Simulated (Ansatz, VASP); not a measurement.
**One calculation of Sr, two programs**

```
CELL_PARAMETERS angstrom
7.16698 0.00000 0.00000
-3.58349 6.20679 0.00000
0.00000 0.00000 4.29633
ATOMIC_POSITIONS crystal
Sr 0.00000 0.00000 0.00000
Sr 0.33333 0.66667 0.50000
Sr 0.66667 0.33333 0.50000
```

Alike in both runs: task single point; functional RPBE; k mesh 7 × 7 × 10; occupations fermi-dirac, width 0.1 eV; no spin polarisation.

```csv
,VASP,Ansatz
version,VASP 6.6.1,Ansatz 0.2.0
potentials or method,"VASP PAW PBE potentials, release 64 (Sr_sv), cutoff 520 eV","plane waves (420 eV) with PAW, scalar-relativistic"
valence electrons in the cell,30,30
```

```tsv
	VASP	Ansatz	Ansatz less VASP
pressure (GPa)	-0.7	-0.7	0.00
```

VASP's potentials were made for PBE, not for RPBE.
